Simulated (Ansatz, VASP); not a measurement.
## Zr5TiN6 in VASP and in Ansatz

Contents of INCAR:

```
SYSTEM = Zr5TiN6
PREC = Accurate
ENCUT = 520
EDIFF = 1E-7
ISMEAR = 0
SIGMA = 0.1
LREAL = .FALSE.
LASPH = .TRUE.
NELM = 150
ALGO = Normal
ISIF = 2
LWAVE = .FALSE.
LCHARG = .TRUE.
ISPIN = 2
MAGMOM = 0 0 0 0 0 1 0 0 0 0 0 0
LORBIT = 11
LMAXMIX = 4
GGA = PE
LELF = .TRUE.
LVHAR = .TRUE.
NBANDS = 67
```

Contents of KPOINTS:

```
regular mesh
0
G
  6 6 1
  0 0 0
```

POSCAR

```
Zr5TiN6
1.0
    3.1550749000      0.0000000000      0.0000000000
   -1.5775374000      2.7323750000      0.0000000000
    0.0000000000      0.0000000000     16.3178793000
Zr Ti N
5 1 6
Direct
    0.3333333000      0.6666667000      0.6610310000
    0.3333333000      0.6666667000      0.0000000000
    0.3333333000      0.6666667000      0.3389690000
    0.6666667000      0.3333333000      0.8305440000
    0.6666667000      0.3333333000      0.1694560000
    0.6666667000      0.3333333000      0.5000000000
    0.0000000000      0.0000000000      0.5772090000
    0.0000000000      0.0000000000      0.9154420000
    0.0000000000      0.0000000000      0.2538810000
    0.0000000000      0.0000000000      0.7461190000
    0.0000000000      0.0000000000      0.0845580000
    0.0000000000      0.0000000000      0.4227910000
```

Input for Ansatz:

```yaml
crystal:
  lattice:
    - [3.1550749, 0.0, 0.0]
    - [-1.5775374, 2.732375, 0.0]
    - [0.0, 0.0, 16.3178793]
  atoms:
    - { symbol: Zr, position: [0.3333333, 0.6666667, 0.661031] }
    - { symbol: Zr, position: [0.3333333, 0.6666667, 0.0] }
    - { symbol: Zr, position: [0.3333333, 0.6666667, 0.338969] }
    - { symbol: Zr, position: [0.6666667, 0.3333333, 0.830544] }
    - { symbol: Zr, position: [0.6666667, 0.3333333, 0.169456] }
    - { symbol: Ti, position: [0.6666667, 0.3333333, 0.5], spin: 1.0 }
    - { symbol: "N", position: [0.0, 0.0, 0.577209] }
    - { symbol: "N", position: [0.0, 0.0, 0.915442] }
    - { symbol: "N", position: [0.0, 0.0, 0.253881] }
    - { symbol: "N", position: [0.0, 0.0, 0.746119] }
    - { symbol: "N", position: [0.0, 0.0, 0.084558] }
    - { symbol: "N", position: [0.0, 0.0, 0.422791] }
basis:
  ecutwfc: 420
kpoints:
  mp_grid: { grid: [6, 6, 1] }
hamiltonian:
  xc: pbe
scf:
  occupations: { method: gaussian, width: 0.1 }
  lower_state_search: "off"
output:
  forces: true
  stress: true
  eigenvalues: true
  populations: true
magnetization:
  spin_polarized: true
```

Alike in both runs: task single point; functional PBE; k mesh 6 × 6 × 1; occupations gaussian, width 0.1 eV; collinear spin.

```csv
,VASP,Ansatz
version,VASP 6.6.1,Ansatz 0.2.0
potentials or method,"VASP PAW PBE potentials, release 64 (Zr_sv, Ti_sv, N), cutoff 520 eV","scalar-relativistic, plane waves, PAW"
valence electrons in the cell,102,102
```

Ansatz gave:

* gap on the k mesh at the Fermi level (eV): none
* pressure (GPa): -0.1
* traceless stress, the component that is largest in VASP (GPa): 1.40
* rms of the force components (eV/Å): 0.023
* net moment per atom (μB): 0.00

Estimate VASP's values.

gap on the k mesh at the Fermi level (eV): none; pressure (GPa): 0.2; traceless stress, the component that is largest in VASP (GPa): 1.41; rms of the force components (eV/Å): 0.024; net moment per atom (μB): 0.00.

Atom by atom the forces differ by 0.002 eV/Å (rms over components). A gap of «none» marks a metal or a gap that the smearing closes. With one functional, cell and mesh, what is left measures potentials, basis and numerics. Ansatz's warnings: seeded moment not kept.

The k mesh is coarse, so the values compare programs but aren't converged.
